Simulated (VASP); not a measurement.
Runs of VASP 6.6.1 on Ge. The structure is that of space group Fd-3m (No. 227), or close to it. The cells are those of the table. 

```csv
cell,k mesh,smearing,gap on the mesh (eV),pressure (GPa)
"a = 3.785 Å, angles 60.0°, 2 atoms",14 × 14 × 14,gaussian 0.01 eV,0.22,17.9
"a = 4.041 Å, angles 60.0°, 2 atoms",14 × 14 × 14,fermi-dirac 0.15 eV,none,(b)
"a = 3.988 Å, angles 60.0°, 2 atoms",14 × 14 × 14,fermi-dirac 0.15 eV,(c),(a)
"a = 3.902 Å, angles 60.0°, 2 atoms",14 × 14 × 14,fermi-dirac 0.15 eV,0.36,6.9
"a = 3.663 Å, angles 60.0°, 2 atoms",12 × 12 × 12,gaussian 0.01 eV,none,35.1
```

Alike in all rows: task single point; level PBEsol; potentials or basis VASP PAW PBE potentials, release 64 (Ge_d); no spin polarisation; cutoff (eV) 520.

**Question.** Fill in the values left out.

**Answer.** (a) 1.3; (b) -1.3; (c) 0.08.

Caveats: the PAW data sets were made with another functional, which shifts forces and pressure a little; the cell stands under pressure (at least some runs); semilocal functionals underestimate gaps, and a narrow one can read as zero (at least some runs); the smearing spreads over this small gap (at least some runs).

A k mesh can miss the band edges, and the runs leave out spin-orbit coupling on Ge.

A gap of «none» marks levels without a gap at the run's occupations.
